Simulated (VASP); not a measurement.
# AlSi62 (a cell with a defect) in VASP: single point with PBE

Aim: the single point of AlSi62 (a cell with a defect) with PBE.

Program: VASP 6.6.1. These are calculated values, not measurements. Logs are shortened: lines on timing, memory, paths and dates and some standing lists are left out, and cuts for length are marked.

**1. The cell of the first run**

The cell holds a defect, 63 atoms: a = 10.860 Å, b = 10.860 Å, c = 10.860 Å, α = 90.00°, β = 90.00°, γ = 90.00°.

**2. Single point, PBE, collinear spin**

File INCAR:

```
SYSTEM = AlSi62
  ALGO = Normal
  EDIFF = 1E-6
  ENCUT = 520
  GGA = PE
  ISIF = 2
  ISMEAR = -1
  ISPIN = 2
  LASPH = .TRUE.
  LCHARG = .FALSE.
  LORBIT = 11
  LREAL = Auto
  LWAVE = .FALSE.
  MAGMOM = 0 0 0 0 0 0 0 0 0 0 0 0 0 0 0 0 0 0 0 0 0 0 0 0 0 0 0 0 0 0 0 0 0 0 0 0 0 0 0 0 0 0 0 0 0 0 0 0 0 0 0 0 0 0 0 0 0 0 0 0 0 0 1
  NBANDS = 166
  NELM = 150
  PREC = Accurate
  SIGMA = 0.02
```

File KPOINTS:

```
k-points
0
G
  1 1 1
  0 0 0
```

File POSCAR:

```
AlSi62
1.0
   10.8600000000      0.0000000000      0.0000000000
    0.0000000000     10.8600000000      0.0000000000
    0.0000000000      0.0000000000     10.8600000000
Si Al
62 1
Direct
    0.5092675415     -0.0051857254     -0.0092675415
    0.6279924476      0.1220075524      0.1201268070
    0.7551857254      0.2407324585     -0.0092675415
    0.8754393011      0.3725121515      0.1225121515
    0.7510441472     -0.0010441472      0.2489955651
    0.8760505234      0.1253187459      0.3738391266
    0.0021859711     -0.0009184094     -0.0008322316
    0.1271984664      0.1256234199      0.1242248553
    0.2542959531      0.2474280778     -0.0025719222
    0.3760589412      0.3739410588      0.1239410588
    0.5025719222      0.4957040469     -0.0025719222
    0.6243765801      0.6228015336      0.1242248553
    0.7509184094      0.7478140289     -0.0008322316
    0.8758924025      0.8741075975      0.1240769694
    0.2495055460     -0.0015406085      0.2504944540
    0.3757751447      0.1256234199      0.3728015336
    0.5025719222      0.2474280778      0.2457040469
    0.6243765801      0.3742248553      0.3728015336
    0.7515406085      0.5004944540      0.2504944540
    0.8717646646      0.6322643316      0.3822643316
    0.5008322316     -0.0009184094      0.4978140289
    0.6391532436      0.1108467564      0.6218819479
    0.7509184094      0.2491677684      0.4978140289
    0.8758924025      0.3740769694      0.6241075975
    0.8781180521      0.1108467564      0.8608467564
    0.0025331278      0.4987852291      0.0002686262
    0.1243799282      0.6256200718      0.1272783955
    0.2512147709      0.7474668722      0.0002686262
    0.3774878485      0.8745606989      0.1225121515
    0.0025331278      0.2502686262      0.2487852291
    0.1243799282      0.3772783955      0.3756200718
    0.2507736045      0.4992263955      0.2492263955
    0.3727216045      0.6256200718      0.3756200718
    0.4997313738      0.7474668722      0.2487852291
    0.6246812541      0.8739494766      0.3738391266
   -0.0120313240      0.0013833539      0.5120313240
    0.1261608734      0.1253187459      0.6239494766
    0.2512147709      0.2502686262      0.4974668722
    0.3774878485      0.3725121515      0.6245606989
    0.4997313738      0.4987852291      0.4974668722
    0.6246812541      0.6238391266      0.6239494766
    0.7486166461      0.7620313240      0.5120313240
    0.2510044349     -0.0010441472      0.7489558528
    0.3798731930      0.1220075524      0.8720075524
    0.5092675415      0.2407324585      0.7448142746
    0.6279924476      0.3701268070      0.8720075524
    0.7510441472      0.4989955651      0.7489558528
    0.8760505234      0.6238391266      0.8753187459
   -0.0010428141      0.7510428141      0.2528923773
    0.1177356684      0.8782353354      0.3822643316
   -0.0010428141      0.5028923773      0.5010428141
    0.1177356684      0.6322643316      0.6282353354
    0.2471076227      0.7510428141      0.5010428141
    0.3759230306      0.8741075975      0.6241075975
    0.0021859711      0.2491677684      0.7490815906
    0.1271984664      0.3742248553      0.8756234199
    0.2495055460      0.5004944540      0.7484593915
    0.3757751447      0.6228015336      0.8756234199
    0.5008322316      0.7478140289      0.7490815906
    0.6391532436      0.8718819479      0.8608467564
   -0.0120313240      0.7620313240      0.7513833539
    0.1261608734      0.8739494766      0.8753187459
    0.8143460493     -0.0643460493      0.6856539507
```

Potentials or basis: VASP PAW PBE potentials, release 64 (Si, Al).

Run with:

```sh
$ cat potpaw_PBE.64/Si/POTCAR potpaw_PBE.64/Al/POTCAR > POTCAR
$ mpirun -np 1 vasp_gam > vasp.out
```

OUTCAR:

```text
SYSTEM = AlSi62
   EDIFF = 1E-6
   ENCUT = 520
   GGA = PE
   ISIF = 2
   ISMEAR = -1
   ISPIN = 2
   LASPH = .TRUE.
   LORBIT = 11
   LREAL = Auto
   NELM = 150
   PREC = Accurate

 ion  position               nearest neighbor table
   1  0.509  0.995  0.991-   2 2.35  44 2.35  60 2.40  29 2.41
   2  0.628  0.122  0.120-   5 2.35   3 2.35   1 2.35  17 2.36
   3  0.755  0.241  0.991-   2 2.35  46 2.35  25 2.40   4 2.41
   4  0.875  0.373  0.123-  26 2.36  30 2.36  19 2.38   3 2.41
   5  0.751  0.999  0.249-  14 2.35   2 2.35   6 2.36  35 2.36
   6  0.876  0.125  0.374-  23 2.34  36 2.35   5 2.36  30 2.36
[... 54 lines left out ...]
  61  0.988  0.762  0.751-  48 2.35  62 2.35  52 2.40  63 2.76
  62  0.126  0.874  0.875-   7 2.34  61 2.35  43 2.36  28 2.36
  63  0.814  0.936  0.686-  36 2.76  42 2.76  61 2.76  25 2.78  60 2.78  22 2.78

  LATTYP: Found a simple cubic cell.
 ALAT       =    10.8600000000

  Lattice vectors:

 A1 = (  10.8600000000,   0.0000000000,   0.0000000000)
 A2 = (   0.0000000000,  10.8600000000,   0.0000000000)
 A3 = (   0.0000000000,   0.0000000000,  10.8600000000)

Analysis of symmetry for initial positions (statically):
=====================================================================
 Subroutine PRICEL returns:
 Original cell was already a primitive cell.

 Routine SETGRP: Setting up the symmetry group for a
 simple cubic supercell.

 Subroutine GETGRP returns: Found  6 space group operations
 (whereof  1 operations were pure point group operations)
 out of a pool of 48 trial point group operations.

The static configuration has the point symmetry C_1 .
 The point group associated with its full space group is C_3v.

Analysis of symmetry for dynamics (positions and initial velocities):
=====================================================================
 Subroutine PRICEL returns:
 Original cell was already a primitive cell.

 Routine SETGRP: Setting up the symmetry group for a
 simple cubic supercell.

 Subroutine GETGRP returns: Found  6 space group operations
 (whereof  1 operations were pure point group operations)
 out of a pool of 48 trial point group operations.

The dynamic configuration has the point symmetry C_1 .
 The point group associated with its full space group is C_3v.

Analysis of structural, dynamic, and magnetic symmetry:
=====================================================================
 Subroutine PRICEL returns:
 Original cell was already a primitive cell.

 Routine SETGRP: Setting up the symmetry group for a
 simple cubic supercell.

 Subroutine GETGRP returns: Found  6 space group operations
 (whereof  1 operations were pure point group operations)
 out of a pool of 48 trial point group operations.

The overall configuration has the point symmetry C_1 .
 The point group associated with its full space group is C_3v.

 Subroutine INISYM returns: Found  6 space group operations
 (whereof  1 operations are pure point group operations),
 and found     1 'primitive' translations

----------------------------------------------------------------------------------------

                                     Primitive cell

  volume of cell :    1280.8241

  direct lattice vectors                    reciprocal lattice vectors
    10.860000000  0.000000000  0.000000000     0.092081031  0.000000000  0.000000000
     0.000000000 10.860000000  0.000000000     0.000000000  0.092081031  0.000000000
     0.000000000  0.000000000 10.860000000     0.000000000  0.000000000  0.092081031

  length of vectors
    10.860000000 10.860000000 10.860000000     0.092081031  0.092081031  0.092081031

  position of ions in fractional coordinates (direct lattice)
     0.509267542  0.994814275  0.990732458
     0.627992448  0.122007552  0.120126807
     0.755185725  0.240732458  0.990732458
     0.875439301  0.372512151  0.122512151
     0.751044147  0.998955853  0.248995565
     0.876050523  0.125318746  0.373839127
[... 55 lines left out ...]
     0.126160873  0.873949477  0.875318746
[... 113 lines left out ...]
   ENCUT  =  520.0 eV  38.22 Ry    6.18 a.u.  20.19 20.19 20.19*2*pi/ulx,y,z
   NELM   =    150;   NELMIN=  2; NELMDL= -5     # of ELM steps
   EDIFF  = 0.1E-05   stopping-criterion for ELM
   LREAL  =      T    real-space projection
   EDIFFG = 0.1E-04   stopping-criterion for IOM
   NSW    =      0    number of steps for IOM
   IBRION =     -1    ionic relax: 0-MD 1-quasi-New 2-CG
   NFREE  =      0    steps in history (QN), initial steepest desc. (CG)
   ISIF   =      2    stress and relaxation
   ISYM   =      2    0-nonsym 1-usesym 2-fastsym
   POTIM  = 0.5000    time-step for ionic-motion
   TEBEG  =    0.0;   TEEND  =   0.0 temperature during run
   PSTRESS=    0.0 pullay stress
   NELECT =     251.0000    total number of electrons
   NUPDOWN=      -1.0000    fix difference up-down
   EMIN   =  10.00;   EMAX   =-10.00  energy-range for DOS
   EFERMI =   0.00;   METHOD = LEGACY
   ISMEAR =    -1;   SIGMA  =   0.02  broadening in eV -4-tet -1-fermi 0-gaus
   EFERMI_NEDOS =   21; number of points for ismear=-14 and -15
   IALGO  =     38    algorithm
   IMIX   =      4    mixing-type and parameters
     AMIX     =   0.40;   BMIX     =  1.00
     AMIX_MAG =   1.60;   BMIX_MAG =  1.00
  volume/ion in A,a.u.               =      20.33       137.20
  Fermi-wavevector in a.u.,A,eV,Ry     =   0.950903  1.796946 12.302614  0.904217
  Thomas-Fermi vector in A             =   2.079323
   LORBIT       =     11    0 simple, 1 ext, 2 COOP (PROOUT), +10 PAW based schemes
   GGA     = PE    functional components
   LHFCALC =     F    Hartree Fock is set to
   AEXX    =    0.0000 exact exchange contribution
   IVDW    =     0    specifies the selected vdW correction
   LEPSILON=     F    determine dielectric tensor
   LRPA    =     F    only Hartree local field effects (RPA)
 spin polarized calculation
  energy-cutoff  :      520.00
  volume of cell :     1280.82
 maximum number of plane-waves:     17229
 NGX is ok and might be reduce to    84
   NGX = 41   NGY = 41   NGZ = 41

 number of electron     250.9999996 magnetization       0.9057223

 Free energy of the ion-electron system (eV)
  ---------------------------------------------------
  ext. energy  EPLUGINS =         0.00000000
  ---------------------------------------------------
  free energy    TOTEN  =      -331.10166418 eV

  energy without entropy =     -331.06951318  energy(sigma->0) =     -331.08558868

 E-fermi :   6.1705     XC(G=0):  -9.3409

 val. band max:        5.5476732014   @ k =   0.0000   0.0000   0.0000
 cond. band min:       6.1723648692   @ k =   0.0000   0.0000   0.0000
 fundamental gap:      0.6246916678
 Fermi energy:         6.1704769725

 spin component 1

 k-point     1 :       0.0000    0.0000    0.0000
  band No.  band energies     occupation
      1      -6.1765      1.00000
      2      -5.1361      1.00000
      3      -5.1361      1.00000
      4      -5.1202      1.00000
      5      -5.1202      1.00000
      6      -5.0679      1.00000
[... 129 lines left out ...]
    136       6.9020      0.00000
    137       6.9138      0.00000
 Fermi energy:         6.1704769725

 spin component 2

 k-point     1 :       0.0000    0.0000    0.0000
  band No.  band energies     occupation
      1      -6.1652      1.00000
      2      -5.1229      1.00000
      3      -5.1229      1.00000
      4      -5.1091      1.00000
      5      -5.1091      1.00000
      6      -5.0611      1.00000
[... 129 lines left out ...]
    136       6.9137      0.00000
    137       6.9234      0.00000
 [bands above 137 left out]

------------------------ aborting loop because EDIFF is reached ----------------------------------------

  FORCE on cell =-STRESS in cart. coord.  units (eV):
  Direction    XX          YY          ZZ          XY          YZ          ZX
  --------------------------------------------------------------------------------------
  -------------------------------------------------------------------------------------
  Total        9.9900644      9.9900644      9.9900644      4.2543205     -4.2543205      4.2543205
  in kB       12.4965288     12.4965288     12.4965288      5.3217113     -5.3217113      5.3217113
  external PRESSURE =      12.4965288 kB  Pullay stress =       0.0000000 kB

 VOLUME and BASIS-vectors are now :
 -----------------------------------------------------------------------------
  energy-cutoff  :      520.00
  volume of cell :     1280.82
      direct lattice vectors                 reciprocal lattice vectors
    10.860000000  0.000000000  0.000000000     0.092081031  0.000000000  0.000000000
     0.000000000 10.860000000  0.000000000     0.000000000  0.092081031  0.000000000
     0.000000000  0.000000000 10.860000000     0.000000000  0.000000000  0.092081031

 POSITION                                       TOTAL-FORCE (eV/Angst)
 -----------------------------------------------------------------------------------
      5.53065     10.80368     10.75935         0.001009     -0.003369     -0.001009
      6.82000      1.32500      1.30458        -0.000514      0.000514      0.007212
      8.20132      2.61435     10.75935         0.003369     -0.001009     -0.001009
      9.50727      4.04548      1.33048         0.000783     -0.000362     -0.000362
      8.15634     10.84866      2.70409         0.001450     -0.001450     -0.006016
      9.51391      1.36096      4.05989         0.003393      0.002204     -0.000564
[... 55 lines left out ...]
      1.37011      9.49109      9.50596         0.000564     -0.003393      0.002204
      8.84380     10.16120      7.44620        -0.005513      0.005513      0.005513
 -----------------------------------------------------------------------------------
    total drift:                               -0.002954      0.002954      0.002954

  FREE ENERGIE OF THE ION-ELECTRON SYSTEM (eV)
  ---------------------------------------------------
  free  energy   TOTEN  =      -331.1016641794 eV

  energy  without entropy=     -331.0695131825  energy(sigma->0) =     -331.08558868

 total charge

# of ion       s       p       d       tot
------------------------------------------
    1        0.743   0.928   0.000   1.671
    2        0.739   0.956   0.000   1.696
    3        0.743   0.928   0.000   1.671
    4        0.746   0.931   0.000   1.677
    5        0.738   0.958   0.000   1.696
    6        0.742   0.954   0.000   1.696
[... 55 lines left out ...]
   62        0.742   0.954   0.000   1.696
   63        0.387   0.317   0.000   0.704
--------------------------------------------------
tot         46.500  58.779   0.000 105.279

 magnetization (x)

# of ion       s       p       d       tot
------------------------------------------
    1       -0.000   0.001   0.000   0.001
    2        0.000   0.002   0.000   0.002
    3       -0.000   0.001   0.000   0.001
    4        0.000   0.004   0.000   0.004
    5       -0.000  -0.001   0.000  -0.001
    6        0.001   0.004   0.000   0.005
[... 55 lines left out ...]
   62        0.001   0.004   0.000   0.005
   63       -0.003  -0.003   0.000  -0.006
--------------------------------------------------
tot          0.051   0.303   0.000   0.354
```

It took 15 min on 1 thread of AMD EPYC 7R13 (Zen 3), shared host; peak memory 1.5 GiB.

Results:

| Property | Result |
| --- | --- |
| Free energy | -331.1017 eV |
| Pressure | 1.2 GPa |
| Largest force | 0.010 eV/Å |
| Band gap on the k mesh | 0.62 eV |
| Net moment | 0.91 μB per cell |
| Site moments | Si +0.00, -0.00, +0.01, +0.03 (each value once); Al -0.01 μB |
| Valence electrons inside the program's atomic spheres | Si 1.67, 1.70, 1.68, 1.69, 1.65 (each value once); Al 0.70 |

Forces in eV/Å, atoms in the order of the input:
```
Si   0.001 -0.003 -0.001
Si  -0.001  0.001  0.007
Si   0.003 -0.001 -0.001
Si   0.001  0.000  0.000
Si   0.001 -0.001 -0.006
Si   0.003  0.002 -0.001
Si   0.003  0.002 -0.002
Si   0.000 -0.003 -0.003
Si   0.002  0.002  0.002
Si   0.002 -0.002 -0.002
Si  -0.002 -0.002  0.002
Si   0.003  0.000 -0.003
Si  -0.002 -0.003 -0.002
Si  -0.002  0.002  0.006
Si  -0.002  0.005  0.002
Si   0.003 -0.003  0.000
Si  -0.002  0.002 -0.002
Si   0.003 -0.003  0.000
Si  -0.005  0.002  0.002
Si   0.001  0.001  0.001
Si   0.002  0.002 -0.003
Si  -0.006  0.006 -0.005
Si  -0.002 -0.002 -0.003
Si  -0.002  0.006  0.002
Si   0.005  0.006  0.006
Si  -0.001  0.000 -0.002
Si  -0.002  0.002  0.006
Si   0.000  0.001 -0.002
Si   0.000 -0.001  0.000
Si  -0.001 -0.002  0.000
Si  -0.002  0.006  0.002
Si   0.003 -0.003 -0.003
Si  -0.006  0.002  0.002
Si   0.002  0.001  0.000
Si  -0.002 -0.003 -0.001
Si   0.004  0.002 -0.004
Si   0.001  0.002 -0.003
Si   0.000 -0.002  0.001
Si   0.000  0.000 -0.001
Si   0.002  0.000  0.001
Si  -0.002 -0.001 -0.003
Si  -0.002 -0.004 -0.004
Si   0.006 -0.001 -0.001
Si  -0.007  0.001  0.001
Si   0.001 -0.001 -0.003
Si  -0.001  0.007  0.001
Si   0.001 -0.006 -0.001
Si   0.003 -0.001  0.002
Si   0.000  0.000 -0.003
Si  -0.001 -0.001  0.001
Si   0.000 -0.003  0.000
Si  -0.001  0.001 -0.001
Si   0.003  0.000  0.000
Si  -0.006  0.002  0.002
Si   0.003 -0.002  0.002
Si   0.000 -0.003 -0.003
Si  -0.002  0.002  0.005
Si   0.003  0.000 -0.003
Si   0.002 -0.003  0.002
Si  -0.006 -0.005  0.006
Si   0.004 -0.004  0.002
Si   0.001 -0.003  0.002
Al  -0.006  0.006  0.006
```

Stress tensor (GPa, compression positive):
```
 1.25  0.53  0.53
 0.53  1.25 -0.53
 0.53 -0.53  1.25
```

Caveat: the k points lie up to 0.58 Å⁻¹ apart.
